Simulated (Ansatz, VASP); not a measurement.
# RuBrF3 in VASP and in Ansatz

INCAR

```
PREC = Accurate
ENCUT = 700
EDIFF = 1E-7
ISMEAR = 0
SIGMA = 0.1
LREAL = False
LASPH = True
NELM = 200
ALGO = Normal
ISIF = 3
LWAVE = False
LCHARG = False
ISPIN = 2
MAGMOM = 1 0 0 0 0
LORBIT = 11
LMAXMIX = 4
GGA = PE
IBRION = 2
NSW = 90
EDIFFG = -0.04
GGA_COMPAT = False
NELMIN = 4
```

KPOINTS

```
Automatic mesh
0
Gamma
  4 4 4
```

Contents of POSCAR:

```
RuBrF3
1.0
    4.1011039000      0.0000000000      0.0000000000
    0.0000000000      4.1011039000      0.0000000000
    0.0000000000      0.0000000000      4.1011039000
Ru Br F
1 1 3
Direct
    0.5000000000      0.5000000000      0.5000000000
    0.0000000000      0.0000000000      0.0000000000
    0.0000000000      0.5000000000      0.5000000000
    0.5000000000      0.0000000000      0.5000000000
    0.5000000000      0.5000000000      0.0000000000
```

Input for Ansatz:

```yaml
crystal:
  lattice:
    - [4.1011039, 0.0, 0.0]
    - [0.0, 4.1011039, 0.0]
    - [0.0, 0.0, 4.1011039]
  atoms:
    - { symbol: Ru, position: [0.5, 0.5, 0.5], spin: 1.0 }
    - { symbol: Br, position: [0.0, 0.0, 0.0] }
    - { symbol: F, position: [0.0, 0.5, 0.5] }
    - { symbol: F, position: [0.5, 0.0, 0.5] }
    - { symbol: F, position: [0.5, 0.5, 0.0] }
basis:
  ecutwfc: 420
kpoints:
  mp_grid: { grid: [4, 4, 4] }
hamiltonian:
  xc: pbe
scf:
  occupations: { method: gaussian, width: 0.1 }
  lower_state_search: "off"
output:
  forces: true
  stress: true
  eigenvalues: true
  populations: true
magnetization:
  spin_polarized: true
relax:
  adjacent_minimum: "off"
  f_tol: 0.04
  max_steps: 70
  cell: { stress_tol: 0.4 }
```

Change from the starting cell: species swapped into the CsHgF3 type (Pm-3m, No. 221).

Alike in both runs: task relaxation of cell and atoms; functional PBE; k mesh 4 × 4 × 4; occupations gaussian, width 0.1 eV; collinear spin.

|  | VASP | Ansatz |
| --- | --- | --- |
| version | VASP 6.6.1 | Ansatz 0.2.0 |
| potentials or method | VASP PAW PBE potentials, release 64 (Ru_sv, Br, F), cutoff 700 eV | scalar-relativistic, plane waves, PAW |
| valence electrons in the cell | 44 | 44 |

```tsv
	VASP	Ansatz	Ansatz less VASP
gap on the k mesh at the Fermi level, each at its own relaxed structure (eV)	none	none	-
net moment per atom (μB)	0.44	0.66	+0.220
size of the moment on the site where the two differ most (μB)	0.10	0.71	+0.612
relaxed volume (Å³/atom)	14.46	14.57	+0.108
relaxed length of the cell vector where the two differ most in proportion (Å)	4.166	4.177	+0.0104
```

The net moments are unlike, so the other rows may belong to different states. Site moments also hang on the region over which each program counts them. A gap of «none» marks a metal or a gap that the smearing closes.

The k mesh is coarse, so the values compare programs but aren't converged.
